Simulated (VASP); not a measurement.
# W (Fm-3m) in VASP: a series of runs

Runs on W. Level: BLYP. Tasks: relaxation of cell and atoms, single point.

All numbers are computed with VASP 6.6.1; they aren't measurements. Logs are shortened: lines on timing, memory, paths and dates and some standing lists are left out, and cuts for length are marked.

### Step 1. The cell of the first run

The structure is cubic, space group Fm-3m (No. 225). The conventional cell has a = 3.987 Å, b = 3.987 Å, c = 3.987 Å, α = 90.00°, β = 90.00°, γ = 90.00°. Within 3.7 Å of W (site symmetry m-3m) lie 12 W at 2.82 Å.

### Step 2. Relaxation of cell and atoms, BLYP

The input, INCAR:

```
SYSTEM = W
PREC     = Accurate       ! precision mode
ENCUT    = 600            ! plane-wave cutoff, eV
EDIFF    = 1E-6           ! SCF threshold, eV
ISMEAR   = -1             ! smearing method
SIGMA    = 0.1            ! smearing width, eV
LREAL    = .FALSE.        ! projectors in reciprocal space
LASPH    = .TRUE.         ! aspherical terms in the spheres
NELM     = 80             ! most SCF steps
ALGO     = Normal         ! electronic algorithm
ISIF     = 3              ! what is computed and relaxed
LWAVE    = .FALSE.        ! write WAVECAR
LCHARG   = .FALSE.        ! write CHGCAR
GGA      = B5             ! functional
ALDAX    = 1.0          
AGGAX    = 1.0          
AGGAC    = 1.0          
ALDAC    = 0.0          
IBRION   = 2              ! ionic algorithm
NSW      = 80             ! ionic steps
EDIFFG   = -0.01          ! ionic threshold
```

The input, KPOINTS:

```
Automatic mesh
0
G
  14 14 14
  0 0 0
```

The input, POSCAR:

```
W
1.0
    0.0000000000      1.9936234741      1.9936234741
    1.9936234741      0.0000000000      1.9936234741
    1.9936234741      1.9936234741      0.0000000000
W
1
Direct
    0.0000000000      0.0000000000      0.0000000000
```

Potentials or basis: VASP PAW PBE potentials, release 64 (W_sv).

The run is started by

```console
cat potpaw_PBE.64/W_sv/POTCAR > POTCAR
mpirun -np 1 vasp_std > vasp.out
```

OUTCAR:

```text
SYSTEM = W
   PREC = Accurate
   ENCUT = 600
   EDIFF = 1E-6
   ISMEAR = -1
   LREAL = .FALSE.
   LASPH = .TRUE.
   NELM = 80
   ISIF = 3
   GGA = B5
   IBRION = 2
   NSW = 80
   EDIFFG = -0.01

 ion  position               nearest neighbor table
   1  0.000  0.000  0.000-

  LATTYP: Found a face centered cubic cell.
 ALAT       =     3.9872469482

  Lattice vectors:

 A1 = (   0.0000000000,   1.9936234741,   1.9936234741)
 A2 = (   1.9936234741,   0.0000000000,   1.9936234741)
 A3 = (   1.9936234741,   1.9936234741,   0.0000000000)

Analysis of symmetry for initial positions (statically):
=====================================================================
 Subroutine PRICEL returns:
 Original cell was already a primitive cell.

 Routine SETGRP: Setting up the symmetry group for a
 face centered cubic supercell.

 Subroutine GETGRP returns: Found 48 space group operations
 (whereof 48 operations were pure point group operations)
 out of a pool of 48 trial point group operations.

The static configuration has the point symmetry O_h .

Analysis of symmetry for dynamics (positions and initial velocities):
=====================================================================
 Subroutine PRICEL returns:
 Original cell was already a primitive cell.

 Routine SETGRP: Setting up the symmetry group for a
 face centered cubic supercell.

 Subroutine GETGRP returns: Found 48 space group operations
 (whereof 48 operations were pure point group operations)
 out of a pool of 48 trial point group operations.

The dynamic configuration has the point symmetry O_h .

 Subroutine INISYM returns: Found 48 space group operations
 (whereof 48 operations are pure point group operations),
 and found     1 'primitive' translations

----------------------------------------------------------------------------------------

                                     Primitive cell

  volume of cell :      15.8475

  direct lattice vectors                    reciprocal lattice vectors
     0.000000000  1.993623474  1.993623474    -0.250799615  0.250799615  0.250799615
     1.993623474  0.000000000  1.993623474     0.250799615 -0.250799615  0.250799615
     1.993623474  1.993623474  0.000000000     0.250799615  0.250799615 -0.250799615

  length of vectors
     2.819409355  2.819409355  2.819409355     0.434397676  0.434397676  0.434397676

  position of ions in fractional coordinates (direct lattice)
     0.000000000  0.000000000  0.000000000

  ion indices of the primitive-cell ions
   primitive index   ion index
                 1           1

----------------------------------------------------------------------------------------

 KPOINTS: Automatic mesh

Automatic generation of k-mesh.
 Grid dimensions read from file:
 generate k-points for:   14   14   14

 Generating k-lattice:

  Cartesian coordinates                     Fractional coordinates (reciprocal lattice)
    -0.017914258  0.017914258  0.017914258     0.071428571  0.000000000  0.000000000
     0.017914258 -0.017914258  0.017914258     0.000000000  0.071428571  0.000000000
     0.017914258  0.017914258 -0.017914258     0.000000000  0.000000000  0.071428571

  Length of vectors
     0.031028405  0.031028405  0.031028405

  Shift w.r.t. Gamma in fractional coordinates (k-lattice)
     0.000000000  0.000000000  0.000000000

 Subroutine IBZKPT returns following result:
 ===========================================

 Found    104 irreducible k-points:

 Following reciprocal coordinates:
            Coordinates               Weight
  0.000000  0.000000  0.000000      1.000000
  0.071429  0.000000  0.000000      8.000000
  0.142857  0.000000  0.000000      8.000000
  0.214286  0.000000  0.000000      8.000000
  0.285714  0.000000  0.000000      8.000000
  0.357143  0.000000  0.000000      8.000000
[... 16 lines left out ...]
  0.214286  0.142857  0.000000     24.000000
  0.285714  0.142857  0.000000     24.000000
 [... further k-points ...]
   k-points           NKPTS =    104   k-points in BZ     NKDIM =    104   number of bands    NBANDS=     11
   number of dos      NEDOS =    301   number of ions     NIONS =      1
   total plane-waves  NPLWV =  13824
   dimension x,y,z NGX =    24 NGY =   24 NGZ =   24
   dimension x,y,z NGXF=    48 NGYF=   48 NGZF=   48
   ions per type =               1
   NGX,Y,Z   is equivalent  to a cutoff of  14.15, 14.15, 14.15 a.u.
   NGXF,Y,Z  is equivalent  to a cutoff of  28.30, 28.30, 28.30 a.u.
 SYSTEM =  W
   PREC   = accura    normal or accurate (medium, high low for compatibility)
   ISTART =      0    job   : 0-new  1-cont  2-samecut
   ICHARG =      2    charge: 1-file 2-atom 10-const
   ISPIN  =      1    spin polarized calculation?
   LNONCOLLINEAR =      F non collinear calculations
   LSORBIT =      F    spin-orbit coupling
   LASPH  =      T    aspherical Exc in radial PAW
   ENCUT  =  600.0 eV  44.10 Ry    6.64 a.u.   5.63  5.63  5.63*2*pi/ulx,y,z
   NELM   =     80;   NELMIN=  2; NELMDL= -5     # of ELM steps
   EDIFF  = 0.1E-05   stopping-criterion for ELM
   LREAL  =      F    real-space projection
   EDIFFG = -.1E-01   stopping-criterion for IOM
   NSW    =     80    number of steps for IOM
   IBRION =      2    ionic relax: 0-MD 1-quasi-New 2-CG
   NFREE  =      1    steps in history (QN), initial steepest desc. (CG)
   ISIF   =      3    stress and relaxation
   ISYM   =      2    0-nonsym 1-usesym 2-fastsym
   POTIM  = 0.5000    time-step for ionic-motion
   TEBEG  =    0.0;   TEEND  =   0.0 temperature during run
   PSTRESS=    0.0 pullay stress
   NELECT =      14.0000    total number of electrons
   NUPDOWN=      -1.0000    fix difference up-down
   EMIN   =  10.00;   EMAX   =-10.00  energy-range for DOS
   EFERMI =   0.00;   METHOD = LEGACY
   ISMEAR =    -1;   SIGMA  =   0.10  broadening in eV -4-tet -1-fermi 0-gaus
   EFERMI_NEDOS =   21; number of points for ismear=-14 and -15
   IALGO  =     38    algorithm
   IMIX   =      4    mixing-type and parameters
     AMIX     =   0.40;   BMIX     =  1.00
     AMIX_MAG =   1.60;   BMIX_MAG =  1.00
  volume/ion in A,a.u.               =      15.85       106.94
  Fermi-wavevector in a.u.,A,eV,Ry     =   1.570837  2.968451 33.572756  2.467528
  Thomas-Fermi vector in A             =   2.672510
   LORBIT       =      0    0 simple, 1 ext, 2 COOP (PROOUT), +10 PAW based schemes
   GGA     = B5    functional components
   LHFCALC =     F    Hartree Fock is set to
   AEXX    =    0.0000 exact exchange contribution
   IVDW    =     0    specifies the selected vdW correction
   LEPSILON=     F    determine dielectric tensor
   LRPA    =     F    only Hartree local field effects (RPA)
 conjugate gradient relaxation of ions
 non-spin polarized calculation
  energy-cutoff  :      600.00
  volume of cell :       15.85
 maximum number of plane-waves:       544
   NGX = 11   NGY = 11   NGZ = 11

--------------------------------------- Ionic step        1  -------------------------------------------

 number of electron      13.9999999 magnetization

 Free energy of the ion-electron system (eV)
  ---------------------------------------------------
  ext. energy  EPLUGINS =         0.00000000
  ---------------------------------------------------
  free energy    TOTEN  =       -10.77030925 eV

  energy without entropy =      -10.73155227  energy(sigma->0) =      -10.75093076

------------------------ aborting loop because EDIFF is reached ----------------------------------------

  FORCE on cell =-STRESS in cart. coord.  units (eV):
  Direction    XX          YY          ZZ          XY          YZ          ZX
  --------------------------------------------------------------------------------------
  -------------------------------------------------------------------------------------
  Total        2.3080823      2.3080823      2.3080823      0.0000000      0.0000000      0.0000000
  in kB      233.3471336    233.3471336    233.3471336      0.0000000      0.0000000      0.0000000
  external PRESSURE =     233.3471336 kB  Pullay stress =       0.0000000 kB
[... 20 lines left out ...]
  energy  without entropy=      -10.7315522727  energy(sigma->0) =      -10.75093076

--------------------------------------- Ionic step        2  -------------------------------------------

 number of electron      14.0000002 magnetization

 E-fermi :   7.5651     XC(G=0): -11.3095

 val. band max:        7.5628358554   @ k =  -0.3571   0.1429   0.0000
 cond. band min:       7.5700846064   @ k =   0.2143   0.1429   0.0714
 fundamental gap:      0.0072487510
 Fermi energy:         7.5651334033

 k-point     1 :       0.0000    0.0000    0.0000
  band No.  band energies     occupation
      1     -66.1763      2.00000
      2     -30.3053      2.00000
      3     -30.3053      2.00000
      4     -30.3053      2.00000
      5       0.2162      2.00000
      6       7.1671      1.96333
      7       7.1671      1.96333
      8       7.1671      1.96333
      9       9.2057      0.00000
     10       9.2057      0.00000
     11      20.0481      0.00000
[... 385 lines left out ...]
  FREE ENERGIE OF THE ION-ELECTRON SYSTEM (eV)
  ---------------------------------------------------
  free  energy   TOTEN  =       -10.8562054553 eV

  energy  without entropy=      -10.8140122943  energy(sigma->0) =      -10.83510887

[... ionic steps 4 to 15 ...]

--------------------------------------- Ionic step       16  -------------------------------------------

 number of electron      14.0000000 magnetization

------------------------ aborting loop because EDIFF is reached ----------------------------------------

  FORCE on cell =-STRESS in cart. coord.  units (eV):
  Direction    XX          YY          ZZ          XY          YZ          ZX
  --------------------------------------------------------------------------------------
  -------------------------------------------------------------------------------------
  Total        0.0169987      0.0169987      0.0169987      0.0000000      0.0000000      0.0000000
  in kB        1.5917880      1.5917880      1.5917880      0.0000000      0.0000000      0.0000000
  external PRESSURE =       1.5917880 kB  Pullay stress =       0.0000000 kB
[... 55 lines left out ...]
  energy  without entropy=      -10.8151450857  energy(sigma->0) =      -10.83606967

--------------------------------------- Ionic step       18  -------------------------------------------

 number of electron      14.0000000 magnetization

 Free energy of the ion-electron system (eV)
  ---------------------------------------------------
  ext. energy  EPLUGINS =         0.00000000
  ---------------------------------------------------
  free energy    TOTEN  =       -10.85699545 eV

  energy without entropy =      -10.81512776  energy(sigma->0) =      -10.83606161

 E-fermi :  10.4626     XC(G=0): -12.5564

 val. band max:       10.4504233371   @ k =   0.2143   0.1429   0.0714
 cond. band min:      10.4722970509   @ k =   0.2857   0.0714   0.0000
 fundamental gap:      0.0218737139
 Fermi energy:        10.4626059747

 k-point     1 :       0.0000    0.0000    0.0000
  band No.  band energies     occupation
      1     -62.8366      2.00000
      2     -26.7880      2.00000
      3     -26.7880      2.00000
      4     -26.7880      2.00000
      5       1.9034      2.00000
      6       9.8979      1.99297
      7       9.8979      1.99297
      8       9.8979      1.99297
      9      12.8097      0.00000
     10      12.8097      0.00000
     11      23.3698      0.00000
[... 350 lines left out ...]
  FREE ENERGIE OF THE ION-ELECTRON SYSTEM (eV)
  ---------------------------------------------------
  free  energy   TOTEN  =       -10.8569954521 eV

  energy  without entropy=      -10.8151277643  energy(sigma->0) =      -10.83606161

 reached required accuracy - stopping structural energy minimisation
```

Wall time 2.2 min (1 thread of Intel Xeon 6975P-C, shared host); peak memory 0.16 GiB.

What came out:

```yaml
Free_energy: -10.8570 eV
Relaxed_volume: 17.12 Å³/atom
Relaxed_cell: a = 2.893 Å, b = 2.893 Å, c = 2.893 Å, α = 60.00°, β = 60.00°, γ = 60.00°
Space_group_after_relaxing_to_0.05_Å: Fm-3m (No. 225)
Energy_gained_by_relaxing: 86.7 meV/atom
Ionic_steps: 18
Pressure_after_relaxing: 0.0 GPa
Band_gap_on_the_k_mesh: zero (band 7 reaches 13.55 eV, above the bottom of band 8 at 9.90 eV)
```

Step by step:
| step | energy change (eV) | largest force (eV/Å) | pressure (GPa) | volume (Å³) |
| --- | --- | --- | --- | --- |
| 1 | 0.0000 | 0.0000 | 23.33 | 15.85 |
| 2 | 0.5678 | 0.0000 | -36.33 | 21.75 |
| 3 | -0.0859 | 0.0000 | -1.94 | 17.25 |
| 4 | -0.0867 | 0.0000 | -0.17 | 17.13 |
| 5 | -0.0867 | 0.0000 | 0.22 | 17.10 |
| 6 | -0.0867 | 0.0000 | 0.25 | 17.10 |
| 7 | -0.0867 | 0.0000 | 0.29 | 17.11 |
| 8 | -0.0867 | 0.0000 | 0.20 | 17.11 |
| 9 | -0.0867 | 0.0000 | 0.19 | 17.11 |
| 10 | -0.0867 | 0.0000 | 0.20 | 17.11 |
| 11 | -0.0867 | 0.0000 | 0.20 | 17.11 |
| 12 | -0.0867 | 0.0000 | 0.20 | 17.11 |
| 13 | -0.0867 | 0.0000 | 0.20 | 17.11 |
| 14 | -0.0867 | 0.0000 | 0.21 | 17.11 |
| 15 | -0.0867 | 0.0000 | 0.23 | 17.11 |
| 16 | -0.0867 | 0.0000 | 0.16 | 17.11 |
| 17 | -0.0867 | 0.0000 | 0.11 | 17.11 |
| 18 | -0.0867 | 0.0000 | -0.01 | 17.12 |

Final structure:
```
CELL_PARAMETERS angstrom
0.00000 2.04565 2.04565
2.04565 0.00000 2.04565
2.04565 2.04565 0.00000
ATOMIC_POSITIONS crystal
W 0.00000 0.00000 0.00000
```

Caveat: the PAW data sets were made with another functional, which shifts forces and pressure a little; spin-orbit coupling is left out, which moves the levels of the heavy elements.

### Step 3. Single point, BLYP

This run uses another cell than the first one, of 17.02 Å³/atom, 1.074 times its volume.

The input, INCAR:

```
  PREC = Accurate
  ENCUT = 520
  EDIFF = 1E-6
  ISMEAR = -1
  SIGMA = 0.1
  LREAL = F
  LASPH = T
  NELM = 80
  ALGO = Normal
  ISIF = 2
  LWAVE = F
  LCHARG = F
  GGA = B5
  ALDAX = 1.0
  AGGAX = 1.0
  AGGAC = 1.0
  ALDAC = 0.0
  NBANDS = 13
```

The input, KPOINTS:

```
Automatic mesh
0
Gamma
  22 22 22
```

The input, POSCAR:

```
W
1.0
    0.0000000000      2.0418114447      2.0418114447
    2.0418114447      0.0000000000      2.0418114447
    2.0418114447      2.0418114447      0.0000000000
W
1
Direct
    0.0000000000      0.0000000000      0.0000000000
```

Potentials or basis: VASP PAW PBE potentials, release 64 (W_sv).

The run is started by

```console
cat potpaw_PBE.64/W_sv/POTCAR > POTCAR
mpirun -np 1 vasp_std > vasp.out
```

It took 39 s on 1 thread of Intel Xeon 6975P-C, shared host; peak memory 0.19 GiB.

The run converged. Its results:

| Property | Result |
| --- | --- |
| Free energy | -10.8570 eV |
| Pressure | 1.2 GPa |
| Band gap on the k mesh | zero (band 7 reaches 13.66 eV, above the bottom of band 8 at 9.97 eV) |

Levels at points of the mesh, in eV from the Fermi level:
```tsv
k point	band 4	band 5	band 6	band 7	band 8	band 9	band 10	band 11
(0.00, 0.00, 0.00)	-37.25	-8.61	-0.59	-0.59	-0.59	2.35	2.35	12.90
(0.50, 0.00, 0.00)	-37.39	-5.36	-0.78	-0.78	0.84	4.69	4.69	9.73
(0.50, 0.50, 0.00)	-37.62	-5.16	-4.31	3.10	4.65	5.37	5.37	11.63
```

Caveat: the PAW data sets were made with another functional, which shifts forces and pressure a little; spin-orbit coupling is left out, which moves the levels of the heavy elements.
